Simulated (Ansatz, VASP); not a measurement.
## One calculation of Ag2O, two programs

```
Ag O
1.0
     4.81399    0.00000    0.00000
     0.00000    4.81399    0.00000
     0.00000    0.00000    4.81399
Ag O
4 2
Direct
  0.25000 0.25000 0.25000
  0.25000 0.75000 0.75000
  0.75000 0.75000 0.25000
  0.75000 0.25000 0.75000
  0.00000 0.00000 0.00000
  0.50000 0.50000 0.50000
```

Alike in both runs: functional PBE; k mesh 7 × 7 × 7; occupations fermi-dirac, width 0.1 eV; no spin polarisation.

Ansatz relaxed the structure, and its values are those at the end. VASP's run is a single point on that final structure, the one shown.

|  | VASP | Ansatz |
| --- | --- | --- |
| version | VASP 6.6.1 | Ansatz 0.2.0 |
| potentials or method | VASP PAW PBE potentials, release 64 (Ag, O), cutoff 600 eV | PAW plane waves |
| valence electrons in the cell | 56 | 88 |

Ansatz gave:

* gap on the k mesh at the Fermi level (eV): none
* pressure (GPa): 0.0

Question: Estimate VASP's values.

Answer: gap on the k mesh at the Fermi level (eV): none; pressure (GPa): -0.2.

A gap of «none» marks a metal or a gap that the smearing closes. VASP's potentials hold 56 valence electrons a cell and Ansatz's 88, so a difference there can come from the potentials and not from the codes.
